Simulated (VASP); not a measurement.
# WSe2 in VASP: a series of runs

Runs on WSe2. Level: r2SCAN. Tasks: single point.

Everything below comes from runs of VASP 6.6.1. Logs are shortened: lines on timing, memory, paths and dates and some standing lists are left out, and cuts for length are marked.

**1. The cell of the first run**

The cell holds a slab with vacuum, 6 atoms: a = 3.499 Å, b = 3.499 Å, c = 21.609 Å, α = 90.00°, β = 90.00°, γ = 120.00°.

**2. Single point, r2SCAN**

The input, POSCAR:

```
WSe2
1.0
    3.4992399875      0.0000000000      0.0000000000
   -1.7496199937      3.0304307232      0.0000000000
    0.0000000000      0.0000000000     21.6089980852
W Se
2 4
Direct
    0.6666666667      0.3333333333      0.1423922113
    0.3333333333      0.6666666667      0.8576077887
    0.3333333333      0.6666666667      0.2113531704
    0.6666666667      0.3333333333      0.9266195386
    0.3333333333      0.6666666667      0.0733804614
    0.6666666667      0.3333333333      0.7886468296
```

The input, INCAR.step1:

```
SYSTEM = WSe2
PREC     = Accurate       ! precision mode
ENCUT    = 520            ! plane-wave cutoff, eV
ISMEAR   = 0              ! smearing method
SIGMA    = 0.05           ! smearing width, eV
LREAL    = .FALSE.        ! projectors in reciprocal space
LASPH    = .TRUE.         ! aspherical terms in the spheres
NELM     = 60             ! most SCF steps
NBANDS   = 35             ! bands
GGA      = PE             ! functional
ALGO     = Normal         ! electronic algorithm
EDIFF    = 1E-4           ! SCF threshold, eV
LWAVE    = .TRUE.         ! write WAVECAR
LCHARG   = .FALSE.        ! write CHGCAR
```

The input, INCAR.step2:

```
SYSTEM = WSe2
PREC     = Accurate       ! precision mode
ENCUT    = 520            ! plane-wave cutoff, eV
EDIFF    = 1E-6           ! SCF threshold, eV
ISMEAR   = 0              ! smearing method
SIGMA    = 0.05           ! smearing width, eV
LREAL    = .FALSE.        ! projectors in reciprocal space
LASPH    = .TRUE.         ! aspherical terms in the spheres
NELM     = 60             ! most SCF steps
ALGO     = Normal         ! electronic algorithm
ISIF     = 2              ! what is computed and relaxed
LWAVE    = .FALSE.        ! write WAVECAR
LCHARG   = .FALSE.        ! write CHGCAR
METAGGA  = R2SCAN         ! meta-GGA
LMIXTAU  = .TRUE.       
NBANDS   = 35             ! bands
ISTART   = 1
```

The input, KPOINTS:

```
Automatic mesh
0
G
  12 12 2
  0 0 0
```

Potentials or basis: VASP PAW PBE potentials, release 64 (W_sv, Se).

The run is started by

```sh
$ cat potpaw_PBE.64/W_sv/POTCAR potpaw_PBE.64/Se/POTCAR > POTCAR
$ cp INCAR.step1 INCAR
$ mpirun -np 1 vasp_std > vasp.out
$ cp INCAR.step2 INCAR
$ mpirun -np 1 vasp_std > vasp.out
```

OUTCAR:

```text
SYSTEM = WSe2
   PREC = Accurate
   ENCUT = 520
   EDIFF = 1E-6
   ISMEAR = 0
   LREAL = .FALSE.
   LASPH = .TRUE.
   NELM = 60
   ISIF = 2
   METAGGA = R2SCAN
   ISTART = 1

 ion  position               nearest neighbor table
   1  0.667  0.333  0.142-   3 2.51   3 2.51   3 2.51   5 2.51   5 2.51   5 2.51
   2  0.333  0.667  0.858-   6 2.51   6 2.51   6 2.51   4 2.51   4 2.51   4 2.51
   3  0.333  0.667  0.211-   1 2.51   1 2.51   1 2.51
   4  0.667  0.333  0.927-   2 2.51   2 2.51   2 2.51
   5  0.333  0.667  0.073-   1 2.51   1 2.51   1 2.51
   6  0.667  0.333  0.789-   2 2.51   2 2.51   2 2.51

  LATTYP: Found a hexagonal cell.
 ALAT       =     3.4992399875
 C/A-ratio  =     6.1753404060

  Lattice vectors:

 A1 = (   3.4992399875,   0.0000000000,   0.0000000000)
 A2 = (  -1.7496199937,   3.0304307232,   0.0000000000)
 A3 = (   0.0000000000,   0.0000000000,  21.6089980852)

Analysis of symmetry for initial positions (statically):
=====================================================================
 Subroutine PRICEL returns:
 Original cell was already a primitive cell.

 Routine SETGRP: Setting up the symmetry group for a
 hexagonal supercell.

 Subroutine GETGRP returns: Found 12 space group operations
 (whereof 12 operations were pure point group operations)
 out of a pool of 24 trial point group operations.

The static configuration has the point symmetry D_3d.

Analysis of symmetry for dynamics (positions and initial velocities):
=====================================================================
 Subroutine PRICEL returns:
 Original cell was already a primitive cell.

 Routine SETGRP: Setting up the symmetry group for a
 hexagonal supercell.

 Subroutine GETGRP returns: Found 12 space group operations
 (whereof 12 operations were pure point group operations)
 out of a pool of 24 trial point group operations.

The dynamic configuration has the point symmetry D_3d.

 Subroutine INISYM returns: Found 12 space group operations
 (whereof 12 operations are pure point group operations),
 and found     1 'primitive' translations

----------------------------------------------------------------------------------------

                                     Primitive cell

  volume of cell :     229.1462

  direct lattice vectors                    reciprocal lattice vectors
     3.499239988  0.000000000  0.000000000     0.285776341  0.164993047  0.000000000
    -1.749619994  3.030430723  0.000000000     0.000000000  0.329986095  0.000000000
     0.000000000  0.000000000 21.608998085     0.000000000  0.000000000  0.046277018

  length of vectors
     3.499239988  3.499239988 21.608998085     0.329986095  0.329986095  0.046277018

  position of ions in fractional coordinates (direct lattice)
     0.666666667  0.333333333  0.142392211
     0.333333333  0.666666667  0.857607789
     0.333333333  0.666666667  0.211353170
     0.666666667  0.333333333  0.926619539
     0.333333333  0.666666667  0.073380461
     0.666666667  0.333333333  0.788646830

  ion indices of the primitive-cell ions
   primitive index   ion index
                 1           1
                 2           2
                 3           3
                 4           4
                 5           5
                 6           6

----------------------------------------------------------------------------------------

 KPOINTS: Automatic mesh

Automatic generation of k-mesh.
 Grid dimensions read from file:
 generate k-points for:   12   12    2

 Generating k-lattice:

  Cartesian coordinates                     Fractional coordinates (reciprocal lattice)
     0.023814695  0.013749421  0.000000000     0.083333333 -0.000000000  0.000000000
     0.000000000  0.027498841  0.000000000     0.000000000  0.083333333  0.000000000
     0.000000000  0.000000000  0.023138509     0.000000000  0.000000000  0.500000000

  Length of vectors
     0.027498841  0.027498841  0.023138509

  Shift w.r.t. Gamma in fractional coordinates (k-lattice)
     0.000000000  0.000000000  0.000000000

 Subroutine IBZKPT returns following result:
 ===========================================

 Found     38 irreducible k-points:

 Following reciprocal coordinates:
            Coordinates               Weight
  0.000000  0.000000  0.000000      1.000000
  0.083333  0.000000  0.000000      6.000000
  0.166667 -0.000000  0.000000      6.000000
  0.250000 -0.000000  0.000000      6.000000
  0.333333 -0.000000  0.000000      6.000000
  0.416667  0.000000  0.000000      6.000000
[... 16 lines left out ...]
  0.250000 -0.000000  0.500000      6.000000
  0.333333 -0.000000  0.500000      6.000000
 [... further k-points ...]
   k-points           NKPTS =     38   k-points in BZ     NKDIM =     38   number of bands    NBANDS=     35
   number of dos      NEDOS =    301   number of ions     NIONS =      6
   total plane-waves  NPLWV = 127008
   dimension x,y,z NGX =    28 NGY =   28 NGZ =  162
   dimension x,y,z NGXF=    56 NGYF=   56 NGZF=  324
   ions per type =               2   4
   NGX,Y,Z   is equivalent  to a cutoff of  13.30, 13.30, 12.46 a.u.
   NGXF,Y,Z  is equivalent  to a cutoff of  26.61, 26.61, 24.93 a.u.
 SYSTEM =  WSe2
   PREC   = accura    normal or accurate (medium, high low for compatibility)
   ISTART =      1    job   : 0-new  1-cont  2-samecut
   ICHARG =      0    charge: 1-file 2-atom 10-const
   ISPIN  =      1    spin polarized calculation?
   LNONCOLLINEAR =      F non collinear calculations
   LSORBIT =      F    spin-orbit coupling
   LASPH  =      T    aspherical Exc in radial PAW
   ENCUT  =  520.0 eV  38.22 Ry    6.18 a.u.   6.51  6.51 40.18*2*pi/ulx,y,z
   NELM   =     60;   NELMIN=  2; NELMDL=  0     # of ELM steps
   EDIFF  = 0.1E-05   stopping-criterion for ELM
   LREAL  =      F    real-space projection
   EDIFFG = 0.1E-04   stopping-criterion for IOM
   NSW    =      0    number of steps for IOM
   IBRION =     -1    ionic relax: 0-MD 1-quasi-New 2-CG
   NFREE  =      0    steps in history (QN), initial steepest desc. (CG)
   ISIF   =      2    stress and relaxation
   ISYM   =      2    0-nonsym 1-usesym 2-fastsym
   POTIM  = 0.5000    time-step for ionic-motion
   TEBEG  =    0.0;   TEEND  =   0.0 temperature during run
   PSTRESS=    0.0 pullay stress
   NELECT =      52.0000    total number of electrons
   NUPDOWN=      -1.0000    fix difference up-down
   EMIN   =  10.00;   EMAX   =-10.00  energy-range for DOS
   EFERMI =   0.00;   METHOD = LEGACY
   ISMEAR =     0;   SIGMA  =   0.05  broadening in eV -4-tet -1-fermi 0-gaus
   EFERMI_NEDOS =   21; number of points for ismear=-14 and -15
   IALGO  =     38    algorithm
   IMIX   =      4    mixing-type and parameters
     AMIX     =   0.40;   BMIX     =  1.00
     AMIX_MAG =   1.60;   BMIX_MAG =  1.00
  volume/ion in A,a.u.               =      38.19       257.73
  Fermi-wavevector in a.u.,A,eV,Ry     =   0.998554  1.886994 13.566516  0.997111
  Thomas-Fermi vector in A             =   2.130786
   LORBIT       =      0    0 simple, 1 ext, 2 COOP (PROOUT), +10 PAW based schemes
   METAGGA = R2SCAN    functional components
   LHFCALC =     F    Hartree Fock is set to
   AEXX    =    0.0000 exact exchange contribution
   IVDW    =     0    specifies the selected vdW correction
   LEPSILON=     F    determine dielectric tensor
   LRPA    =     F    only Hartree local field effects (RPA)
 non-spin polarized calculation
 Gauss-broadening in eV      SIGMA  =   0.05
  energy-cutoff  :      520.00
  volume of cell :      229.15
 maximum number of plane-waves:      6249
 NGX is ok and might be reduce to    28

 number of electron      51.9999999 magnetization

 Free energy of the ion-electron system (eV)
  ---------------------------------------------------
  ext. energy  EPLUGINS =         0.00000000
  ---------------------------------------------------
  free energy    TOTEN  =      -162.53780105 eV

  energy without entropy =     -162.53609543  energy(sigma->0) =     -162.53694824

 E-fermi :   1.0948     XC(G=0):  -6.5416

 val. band max:        1.0775623781   @ k =   0.0833   0.0000   0.5000
 cond. band min:       1.3231261143   @ k =   0.0000   0.0000   0.5000
 fundamental gap:      0.2455637362
 Fermi energy:         1.0948220390

 k-point     1 :       0.0000    0.0000    0.0000
  band No.  band energies     occupation
      1     -75.6747      2.00000
      2     -75.6746      2.00000
      3     -39.2637      2.00000
      4     -39.2637      2.00000
      5     -39.2637      2.00000
      6     -39.2637      2.00000
[... 27 lines left out ...]
     34       3.7921      0.00000
     35       4.7577      0.00000

 k-point     2 :       0.0833    0.0000    0.0000
  band No.  band energies     occupation
      1     -75.6743      2.00000
      2     -75.6743      2.00000
      3     -39.2733      2.00000
      4     -39.2733      2.00000
      5     -39.2659      2.00000
      6     -39.2659      2.00000
[... 27 lines left out ...]
     34       3.6520      0.00000
     35       5.2690      0.00000

 k-point     3 :       0.1667   -0.0000    0.0000
  band No.  band energies     occupation
      1     -75.6734      2.00000
      2     -75.6734      2.00000
      3     -39.2995      2.00000
      4     -39.2995      2.00000
      5     -39.2719      2.00000
      6     -39.2719      2.00000
[... 27 lines left out ...]
     34       3.8745      0.00000
     35       6.2189      0.00000
[... 723 lines left out ...]
 k-point    23 :       0.2500   -0.0000    0.5000
  band No.  band energies     occupation
      1     -75.6721      2.00000
      2     -75.6721      2.00000
      3     -39.3350      2.00000
      4     -39.3350      2.00000
      5     -39.2802      2.00000
      6     -39.2802      2.00000
[... 27 lines left out ...]
     34       4.4586      0.00000
     35       6.8822      0.00000

 k-point    24 :       0.3333   -0.0000    0.5000
  band No.  band energies     occupation
      1     -75.6708      2.00000
      2     -75.6708      2.00000
      3     -39.3703      2.00000
      4     -39.3703      2.00000
      5     -39.2884      2.00000
      6     -39.2884      2.00000
[... 27 lines left out ...]
     34       4.9523      0.00000
     35       6.4049      0.00000

 [... further k-points ...]
[... 5 lines left out ...]
  --------------------------------------------------------------------------------------
  -------------------------------------------------------------------------------------
  Total       -4.0845294     -4.0845294     13.8520471     -0.0000000      0.0000000      0.0000000
  in kB      -28.5587955    -28.5587955     96.8527202     -0.0000000      0.0000000      0.0000000
  external PRESSURE =      13.2450431 kB  Pullay stress =       0.0000000 kB

 VOLUME and BASIS-vectors are now :
 -----------------------------------------------------------------------------
  energy-cutoff  :      520.00
  volume of cell :      229.15
      direct lattice vectors                 reciprocal lattice vectors
     3.499239988  0.000000000  0.000000000     0.285776341  0.164993047  0.000000000
    -1.749619994  3.030430723  0.000000000     0.000000000  0.329986095  0.000000000
     0.000000000  0.000000000 21.608998085     0.000000000  0.000000000  0.046277018

 POSITION                                       TOTAL-FORCE (eV/Angst)
 -----------------------------------------------------------------------------------
      1.74962      1.01014      3.07695        -0.000000      0.000000     -0.040969
     -0.00000      2.02029     18.53205         0.000000     -0.000000      0.040969
     -0.00000      2.02029      4.56713        -0.000000      0.000000      2.279769
      1.74962      1.01014     20.02332         0.000000     -0.000000      2.113167
     -0.00000      2.02029      1.58568         0.000000      0.000000     -2.113167
      1.74962      1.01014     17.04187         0.000000     -0.000000     -2.279769
 -----------------------------------------------------------------------------------
    total drift:                               -0.000000      0.000000     -0.000000

  FREE ENERGIE OF THE ION-ELECTRON SYSTEM (eV)
  ---------------------------------------------------
  free  energy   TOTEN  =      -162.5378010493 eV

  energy  without entropy=     -162.5360954322  energy(sigma->0) =     -162.53694824
```

Wall time 17 min (1 thread of Intel Xeon Platinum 8488C (Sapphire Rapids), shared host); peak memory 0.51 GiB.

What came out:

- Free energy: -162.5378 eV
- Largest force: 2.280 eV/Å
- Band gap on the k mesh: zero (bands 26 and 27 overlap by 0.25 eV)

Forces in eV/Å, atoms in the order of the input:
```
W    0.000  0.000 -0.041
W    0.000  0.000  0.041
Se   0.000  0.000  2.280
Se   0.000  0.000  2.113
Se   0.000  0.000 -2.113
Se   0.000  0.000 -2.280
```

Caveat: the PAW data sets were made with another functional, which shifts forces and pressure a little; spin-orbit coupling is left out, which moves the levels of the heavy elements.

**3. Single point, r2SCAN**

This run uses another cell than the first one, of the same volume but with other edges.

POSCAR: that of step 2 with these lines changed.

```diff
@@ -2,5 +2,5 @@
 1.0
-    3.4992399875      0.0000000000      0.0000000000
-   -1.7496199937      3.0304307232      0.0000000000
-    0.0000000000      0.0000000000     21.6089980852
+    3.1192699053      0.0000000000      0.0000000000
+   -1.5596349526      2.7013669793      0.0000000000
+    0.0000000000      0.0000000000     27.1941931531
 W Se
```

The input, INCAR.step1:

```
PREC = Accurate ; ENCUT = 520
ISMEAR = 0 ; SIGMA = 0.05
LREAL = False ; LASPH = True
NELM = 80 ; NBANDS = 35
GGA = PE ; ALGO = Normal
EDIFF = 1E-4 ; LWAVE = True
LCHARG = False
```

The input, INCAR.step2:

```
PREC = Accurate ; ENCUT = 520
EDIFF = 1E-6 ; ISMEAR = 0
SIGMA = 0.05 ; LREAL = False
LASPH = True ; NELM = 80
ALGO = Normal ; ISIF = 2
LWAVE = False ; LCHARG = False
METAGGA = R2SCAN ; LMIXTAU = True
NBANDS = 35 ; ISTART = 1
```

The input, KPOINTS:

```
Automatic mesh
0
Gamma
  12 12 2
```

Potentials or basis: VASP PAW PBE potentials, release 64 (W_sv, Se).

The run is started by

```sh
$ cat potpaw_PBE.64/W_sv/POTCAR potpaw_PBE.64/Se/POTCAR > POTCAR
$ cp INCAR.step1 INCAR
$ mpirun -np 1 vasp_std > vasp.out
$ cp INCAR.step2 INCAR
$ mpirun -np 1 vasp_std > vasp.out
```

It took 11 min on 1 thread of Intel Xeon Platinum 8488C (Sapphire Rapids), shared host; peak memory 0.52 GiB.

It converged, with:

```yaml
Free_energy: -162.1589 eV
Largest_force: 2.149 eV/Å
Band_gap_on_the_k_mesh: 1.01 eV (least direct gap 1.43 eV)
```

Forces in eV/Å, atoms in the order of the input:
```
W    0.000  0.000 -0.005
W    0.000  0.000  0.005
Se   0.000  0.000 -2.149
Se   0.000  0.000 -2.119
Se   0.000  0.000  2.119
Se   0.000  0.000  2.149
```

Levels at points of the mesh, in eV from the valence-band top:
```csv
k point,band 22,band 23,band 24,band 25,band 26,band 27,band 28,band 29,band 30,band 31
"(0.00, 0.00, 0.00)",-1.23,-0.04,-0.04,-0.04,-0.04,3.47,3.47,3.49,3.49,3.67
"(0.50, 0.00, 0.00)",-2.20,-1.25,-1.24,-0.09,-0.07,2.66,2.79,3.54,3.57,3.57
"(0.00, 0.00, 0.50)",-1.23,-0.04,-0.04,-0.04,-0.04,3.47,3.47,3.49,3.49,3.67
"(0.50, 0.00, 0.50)",-2.20,-1.25,-1.24,-0.09,-0.07,2.66,2.79,3.54,3.57,3.57
```

Caveat: the PAW data sets were made with another functional, which shifts forces and pressure a little; spin-orbit coupling is left out, which moves the levels of the heavy elements.
